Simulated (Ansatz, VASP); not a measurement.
SiC in VASP and in Ansatz

```
Si C
1.0
     0.00000    2.17400    2.17400
     2.17400    0.00000    2.17400
     2.17400    2.17400    0.00000
Si C
1 1
Direct
  0.94825 0.94825 0.90538
  0.75000 0.75000 0.75000
```

Alike in both runs: task single point; functional r2SCAN; k mesh 12 × 12 × 12; occupations gaussian, width 0.05 eV; no spin polarisation.

|  | VASP | Ansatz |
| --- | --- | --- |
| version | VASP 6.6.1 | Ansatz 0.2.0 |
| potentials or method | VASP PAW PBE potentials, release 64 (Si, C), cutoff 520 eV | scalar-relativistic, plane waves, PAW |
| valence electrons in the cell | 8 | 8 |

Ansatz gave:

* gap on the k mesh at the Fermi level (eV): 0.34
* least direct gap on the mesh (eV): 3.85
* rms of the force components (eV/Å): 15.988

Question: What did VASP give for the same quantities?

Answer: gap on the k mesh at the Fermi level (eV): 0.33; least direct gap on the mesh (eV): 3.86; rms of the force components (eV/Å): 15.720.

VASP's potentials were made for PBE, not for r2SCAN. Atom by atom the forces differ by 0.268 eV/Å (rms over components). The functional is the same, so the differences come from potentials, cutoffs and numerics.
